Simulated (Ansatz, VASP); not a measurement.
# One calculation of SrHgIO2, two programs

```
I O Sr Hg
1.0
     5.71286    0.00000    0.00000
     2.85643   -6.58346    0.00000
     0.00000    0.00000   -5.58055
I O Sr Hg
2 4 2 2
Direct
  0.75316 0.49368 0.75000
  0.24684 0.50632 0.25000
  0.26206 0.00000 0.00000
  0.73794 0.00000 0.50000
  0.73794 0.00000 0.00000
  0.26206 0.00000 0.50000
  0.38645 0.22710 0.75000
  0.61355 0.77290 0.25000
  0.04120 0.91760 0.75000
  0.95880 0.08240 0.25000
```

Alike in both runs: functional r2SCAN; k mesh 5 × 5 × 4; no spin polarisation.

Ansatz relaxed the structure, and its values are those at the end. VASP's run is a single point on that final structure, the one shown.

|  | VASP | Ansatz |
| --- | --- | --- |
| version | VASP 6.6.1 | Ansatz 0.2.0 |
| potentials or method | VASP PAW PBE potentials, release 64 (I, O, Sr_sv, Hg), cutoff 520 eV | PAW plane waves |
| occupations | fermi-dirac, width 0.1 eV | fermi-dirac |
| valence electrons in the cell | 82 | 118 |

```csv
,VASP,Ansatz,Ansatz less VASP
pressure (GPa),8.2,7.1,-1.18
rms of the force components (eV/Å),0.119,0.004,-0.1147
```

VASP's potentials were made for PBE, not for r2SCAN. One of these differences is far larger than is usual between the two programs; its cause wasn't traced. VASP's potentials hold 82 valence electrons a cell and Ansatz's 118, so a difference there can come from the potentials and not from the codes. Ansatz's warnings: stress scf threshold loose.

Spin-orbit coupling is off throughout.
